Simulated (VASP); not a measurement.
# SrTiO3 (Pm-3m) in VASP: single point with PBE+U

Aim: the single point of SrTiO3 with PBE+U.

All numbers are computed with VASP 6.6.1; they aren't measurements. Logs are shortened: lines on timing, memory, paths and dates and some standing lists are left out, and cuts for length are marked.

**1. The cell of the first run**

It takes space group Pm-3m (No. 221, cubic). Conventional cell: a = 3.896 Å, b = 3.896 Å, c = 3.896 Å, α = 90.00°, β = 90.00°, γ = 90.00°. Sr (site symmetry m-3m) has 12 O at 2.76 Å and 8 Ti at 3.37 Å within 3.6 Å. Ti (site symmetry m-3m) has 6 O at 1.95 Å within 2.6 Å. O (site symmetry 4/mmm) has 2 Ti at 1.95 Å within 2.6 Å. Within 2.6 Å of O (site symmetry 4/mmm) lie 2 Ti at 1.95 Å.

**2. Single point, PBE+U**

Input file POSCAR:

```
SrTiO3
1.0
   -3.8961677600     -3.8961677600      0.0000000000
   -3.8961677600      3.8961677600      0.0000000000
    0.0000000000      0.0000000000     -3.8961677600
Sr Ti O
2 2 6
Direct
    0.0000000000      0.5000000000      0.5000000000
    0.5000000000      0.0000000000      0.5000000000
    0.0000000000      0.0000000000      0.0000000000
    0.5000000000      0.5000000000      0.0000000000
    0.7500000000      0.7500000000      0.0000000000
    0.2500000000      0.2500000000      0.0000000000
    0.7500000000      0.2500000000      0.0000000000
    0.2500000000      0.7500000000      0.0000000000
    0.0000000000      0.0000000000      0.5000000000
    0.5000000000      0.5000000000      0.5000000000
```

Input file INCAR.step1:

```
  PREC = Accurate
  ENCUT = 520
  EDIFF = 1E-6
  ISMEAR = -5
  SIGMA = 0.1
  LREAL = False
  LASPH = True
  NELM = 200
  ALGO = Normal
  ISIF = 2
  LWAVE = False
  LCHARG = True
  LMAXMIX = 4
  LDAU = True
  LDAUTYPE = 2
  LDAUL = -1 2 1
  LDAUU = 0 1.8 1.34
  LDAUJ = 0 0 0
  LDAUPRINT = 1
  GGA = PE
  NBANDS = 51
  GGA_COMPAT = False
  NEDOS = 2001
  LORBIT = 11
```

Input file KPOINTS.step1:

```
Automatic mesh
0
Gamma
  5 5 7
```

Input file INCAR.step2:

```
  PREC = Accurate
  ENCUT = 520
  EDIFF = 1E-6
  ISMEAR = -5
  SIGMA = 0.1
  LREAL = False
  LASPH = True
  NELM = 200
  ALGO = Normal
  ISIF = 2
  LWAVE = False
  LCHARG = False
  LMAXMIX = 4
  LDAU = True
  LDAUTYPE = 2
  LDAUL = -1 2 1
  LDAUU = 0 1.8 1.34
  LDAUJ = 0 0 0
  LDAUPRINT = 1
  GGA = PE
  LORBIT = 11
  NBANDS = 51
  NEDOS = 2001
  ICHARG = 11
  GGA_COMPAT = False
```

Input file KPOINTS.step2:

```
Automatic mesh
0
Gamma
  8 8 11
```

Potentials or basis: VASP PAW PBE potentials, release 64 (Sr_sv, Ti_sv, O).

Launch:

```console
cat potpaw_PBE.64/Sr_sv/POTCAR potpaw_PBE.64/Ti_sv/POTCAR potpaw_PBE.64/O/POTCAR > POTCAR
cp INCAR.step1 INCAR
cp KPOINTS.step1 KPOINTS
mpirun -np 1 vasp_std > vasp.out
cp INCAR.step2 INCAR
cp KPOINTS.step2 KPOINTS
mpirun -np 1 vasp_std > vasp.out
```

OUTCAR:

```text
PREC = Accurate
   ENCUT = 520
   EDIFF = 1E-6
   ISMEAR = -5
   LREAL = False
   LASPH = True
   NELM = 200
   ISIF = 2
   GGA = PE
   LORBIT = 11
   ICHARG = 11

 ion  position               nearest neighbor table
   1  0.000  0.500  0.500-   5 2.76   6 2.76   7 2.76   8 2.76   9 2.76  10 2.76   5 2.76   6 2.76
                             7 2.76   8 2.76   9 2.76  10 2.76   3 3.37   4 3.37   3 3.37   3 3.37
   2  0.500  0.000  0.500-   5 2.76   6 2.76   7 2.76   8 2.76   9 2.76  10 2.76   5 2.76   6 2.76
                             7 2.76   8 2.76  10 2.76   9 2.76   3 3.37   4 3.37   4 3.37   3 3.37
   3  0.000  0.000  0.000-   5 1.95   6 1.95   7 1.95   8 1.95   9 1.95   9 1.95   1 3.37   1 3.37
                             2 3.37   2 3.37   1 3.37   1 3.37   2 3.37   2 3.37
   4  0.500  0.500  0.000-   5 1.95   6 1.95   7 1.95   8 1.95  10 1.95  10 1.95   1 3.37   1 3.37
                             2 3.37   2 3.37   2 3.37   2 3.37   1 3.37   1 3.37
   5  0.750  0.750  0.000-   3 1.95   4 1.95   1 2.76   2 2.76   1 2.76   2 2.76
   6  0.250  0.250  0.000-   3 1.95   4 1.95   1 2.76   2 2.76   1 2.76   2 2.76
   7  0.750  0.250  0.000-   3 1.95   4 1.95   1 2.76   2 2.76   1 2.76   2 2.76
   8  0.250  0.750  0.000-   3 1.95   4 1.95   1 2.76   2 2.76   1 2.76   2 2.76
   9  0.000  0.000  0.500-   3 1.95   3 1.95   1 2.76   2 2.76   1 2.76   2 2.76
  10  0.500  0.500  0.500-   4 1.95   4 1.95   1 2.76   2 2.76   2 2.76   1 2.76

  LATTYP: Found a simple tetragonal cell.
 ALAT       =     5.5100132875
 C/A-ratio  =     0.7071067812

  Lattice vectors:

 A1 = (  -3.8961677600,  -3.8961677600,   0.0000000000)
 A2 = (  -3.8961677600,   3.8961677600,   0.0000000000)
 A3 = (   0.0000000000,   0.0000000000,  -3.8961677600)

Analysis of symmetry for initial positions (statically):
=====================================================================
 Subroutine PRICEL returns following result:

  LATTYP: Found a simple cubic cell.
 ALAT       =     3.8961677600

  Lattice vectors:

 A1 = (   0.0000000000,  -3.8961677600,   0.0000000000)
 A2 = (  -3.8961677600,   0.0000000000,   0.0000000000)
 A3 = (   0.0000000000,   0.0000000000,  -3.8961677600)

[... 242 lines left out ...]
  o =  0.1143  v =  0.0000  0.0000  0.0000  0.0000  0.0000  0.0000  0.9355 -0.0000  0.3532  0.0000      0.0000  0.0000  0.0000  0.0000  0.0000  0.0000  0.0000  0.0000  0.0000  0.0000
  o =  0.1143  v =  0.0000  0.0000  0.0000  0.0000  0.0000  0.0000 -0.3532  0.0000  0.9355 -0.0000      0.0000  0.0000  0.0000  0.0000  0.0000  0.0000  0.0000  0.0000  0.0000  0.0000
  o =  0.2606  v =  0.0000  0.0000  0.0000  0.0000  0.0000  0.0000 -0.0000  1.0000 -0.0000  0.0000      0.0000  0.0000  0.0000  0.0000  0.0000  0.0000  0.0000  0.0000  0.0000  0.0000
  o =  0.2606  v =  0.0000 -0.0000  1.0000 -0.0000  0.0000  0.0000  0.0000  0.0000  0.0000  0.0000      0.0000  0.0000  0.0000  0.0000  0.0000  0.0000  0.0000  0.0000  0.0000  0.0000
  o =  0.2607  v =  0.0000  0.0000  0.0000  0.0000  0.0000  0.0000  0.0000  0.0000 -0.0000 -1.0000      0.0000  0.0000  0.0000  0.0000  0.0000  0.0000  0.0000  0.0000  0.0000  0.0000
  o =  0.2607  v =  0.0000  0.0000  0.0000 -0.0000 -1.0000  0.0000  0.0000  0.0000  0.0000  0.0000      0.0000  0.0000  0.0000  0.0000  0.0000  0.0000  0.0000  0.0000  0.0000  0.0000

 number of electron      79.9999994 magnetization

 Free energy of the ion-electron system (eV)
  ---------------------------------------------------
  ext. energy  EPLUGINS =         0.00000000
  ---------------------------------------------------
  free energy    TOTEN  =       -71.76619910 eV

  energy without entropy =      -71.76619910  energy(sigma->0) =      -71.76619910

 E-fermi :   4.2506     XC(G=0): -11.3049

 val. band max:        4.2379372015   @ k =   0.0000   0.0000   0.4545
 cond. band min:       6.3560545055   @ k =   0.0000   0.0000   0.0000
 fundamental gap:      2.1181173040
 Fermi energy:         4.2506417248

 k-point     1 :       0.0000    0.0000    0.0000
  band No.  band energies     occupation
      1     -52.6478      2.00000
      2     -52.6449      2.00000
      3     -28.9401      2.00000
      4     -28.9401      2.00000
      5     -28.8747      2.00000
      6     -28.8747      2.00000
[... 1285 lines left out ...]
     50      10.8109      0.00000
     51      11.4042      0.00000

 [... further k-points ...]
[... 5 lines left out ...]
  --------------------------------------------------------------------------------------
  -------------------------------------------------------------------------------------
  Total        5.5100988      5.5100988      5.5092418      0.0000000      0.0000000      0.0000000
  in kB       74.6323349     74.6323349     74.6207265      0.0000000      0.0000000      0.0000000
  external PRESSURE =      74.6284654 kB  Pullay stress =       0.0000000 kB

 VOLUME and BASIS-vectors are now :
 -----------------------------------------------------------------------------
  energy-cutoff  :      520.00
  volume of cell :      118.29
      direct lattice vectors                 reciprocal lattice vectors
    -3.896167760 -3.896167760  0.000000000    -0.128331230 -0.128331230  0.000000000
    -3.896167760  3.896167760  0.000000000    -0.128331230  0.128331230  0.000000000
     0.000000000  0.000000000 -3.896167760     0.000000000  0.000000000 -0.256662460

 POSITION                                       TOTAL-FORCE (eV/Angst)
 -----------------------------------------------------------------------------------
     -1.94808      1.94808     -1.94808        -0.000000      0.000000     -0.000000
     -1.94808     -1.94808     -1.94808         0.000000      0.000000     -0.000000
      0.00000      0.00000      0.00000        -0.000000      0.000000     -0.000000
     -3.89617      0.00000      0.00000        -0.000000      0.000000     -0.000000
     -5.84425      0.00000      0.00000         0.000000     -0.000000      0.000000
     -1.94808      0.00000      0.00000        -0.000000      0.000000      0.000000
     -3.89617     -1.94808      0.00000        -0.000000      0.000000      0.000000
     -3.89617      1.94808      0.00000         0.000000     -0.000000      0.000000
      0.00000      0.00000     -1.94808         0.000000      0.000000     -0.000000
     -3.89617      0.00000     -1.94808        -0.000000      0.000000     -0.000000
 -----------------------------------------------------------------------------------
    total drift:                               -0.000000     -0.000000      0.000000

  FREE ENERGIE OF THE ION-ELECTRON SYSTEM (eV)
  ---------------------------------------------------
  free  energy   TOTEN  =       -71.7661990953 eV

  energy  without entropy=      -71.7661990953  energy(sigma->0) =      -71.76619910

 total charge

# of ion       s       p       d       tot
------------------------------------------
    1        1.999   5.798   0.205   8.002
    2        1.999   5.798   0.205   8.002
    3        2.237   6.332   1.698  10.267
    4        2.237   6.332   1.698  10.267
    5        1.563   3.514   0.000   5.077
    6        1.563   3.514   0.000   5.077
    7        1.563   3.514   0.000   5.077
    8        1.563   3.514   0.000   5.077
    9        1.563   3.514   0.000   5.077
   10        1.563   3.514   0.000   5.077
--------------------------------------------------
tot         17.853  45.343   3.806  67.001
```

OUTCAR.step1:

```text
PREC = Accurate
   ENCUT = 520
   EDIFF = 1E-6
   ISMEAR = -5
   LREAL = False
   LASPH = True
   NELM = 200
   ISIF = 2
   GGA = PE
[... 1640 lines left out ...]

  energy  without entropy=      -71.7659941338  energy(sigma->0) =      -71.76599413

 total charge

# of ion       s       p       d       tot
------------------------------------------
    1        1.999   5.798   0.205   8.002
    2        1.999   5.798   0.205   8.002
    3        2.237   6.332   1.698  10.267
    4        2.237   6.332   1.698  10.267
    5        1.563   3.514   0.000   5.077
    6        1.563   3.514   0.000   5.077
    7        1.563   3.514   0.000   5.077
    8        1.563   3.514   0.000   5.077
    9        1.563   3.514   0.000   5.077
   10        1.563   3.514   0.000   5.077
--------------------------------------------------
tot         17.853  45.343   3.805  67.001
```

OSZICAR.step1:

```text
N       E                     dE             d eps       ncg     rms          rms(c)
DAV:   1     0.994903027312E+03    0.99490E+03   -0.40243E+04  2448   0.172E+03
DAV:   2     0.492546066122E+02   -0.94565E+03   -0.89235E+03  2725   0.498E+02
DAV:   3    -0.855748062408E+02   -0.13483E+03   -0.13291E+03  3178   0.183E+02
DAV:   4    -0.925382491814E+02   -0.69634E+01   -0.69466E+01  3688   0.400E+01
DAV:   5    -0.928258516772E+02   -0.28760E+00   -0.28731E+00  3472   0.669E+00    0.388E+01
DAV:   6    -0.709643035694E+02    0.21862E+02   -0.10573E+02  3610   0.716E+01    0.221E+01
DAV:   7    -0.717775673285E+02   -0.81326E+00   -0.15554E+01  3287   0.193E+01    0.150E+01
DAV:   8    -0.718947457111E+02   -0.11718E+00   -0.31567E+00  3344   0.150E+01    0.415E+00
DAV:   9    -0.717677914940E+02    0.12695E+00   -0.58955E-01  3365   0.655E+00    0.130E+00
DAV:  10    -0.717855428320E+02   -0.17751E-01   -0.33854E-01  2992   0.269E+00    0.120E+00
DAV:  11    -0.717660275391E+02    0.19515E-01   -0.90210E-02  3308   0.197E+00    0.282E-01
DAV:  12    -0.717661754604E+02   -0.14792E-03   -0.64098E-03  3221   0.421E-01    0.172E-01
DAV:  13    -0.717659619930E+02    0.21347E-03   -0.13402E-03  3481   0.372E-01    0.865E-02
DAV:  14    -0.717660189348E+02   -0.56942E-04   -0.57562E-04  3546   0.187E-01    0.633E-02
DAV:  15    -0.717659939659E+02    0.24969E-04   -0.59494E-05  3455   0.700E-02    0.267E-02
DAV:  16    -0.717659943084E+02   -0.34252E-06   -0.19745E-05  3604   0.231E-02    0.119E-02
DAV:  17    -0.717659941338E+02    0.17460E-06   -0.13634E-06  1983   0.939E-03
   1 F= -.71765994E+02 E0= -.71765994E+02  d E =0.000000E+00
```

Wall time 5 min (1 thread of AMD EPYC 9R45 (Zen 5), shared host); peak memory 0.5 GiB.

Results:

```
Valence electrons inside the program's atomic spheres : Sr 8.00; Ti 10.27; O 5.08
```

Levels at points of the mesh, in eV from the valence-band top:
| k point | band 37 | band 38 | band 39 | band 40 | band 41 | band 42 | band 43 | band 44 |
| --- | --- | --- | --- | --- | --- | --- | --- | --- |
| (0.00, 0.00, 0.00) | -0.38 | -0.38 | -0.38 | -0.09 | 2.12 | 2.12 | 2.12 | 4.04 |
| (0.50, 0.00, 0.00) | -1.08 | -1.08 | -0.74 | -0.74 | 3.12 | 3.12 | 3.26 | 3.26 |
| (0.50, 0.50, 0.00) | -0.77 | -0.77 | -0.77 | -0.77 | 2.30 | 2.30 | 4.03 | 4.03 |

Eigenvalues of the final occupation matrices:
```
    site  spin  trace               eigenvalues
site 3 d     1   0.86  0.11 0.11 0.11 0.26 0.26
site 3 d     2   0.86  0.11 0.11 0.11 0.26 0.26
site 4 d     1   0.86  0.11 0.11 0.11 0.26 0.26
site 4 d     2   0.86  0.11 0.11 0.11 0.26 0.26
```
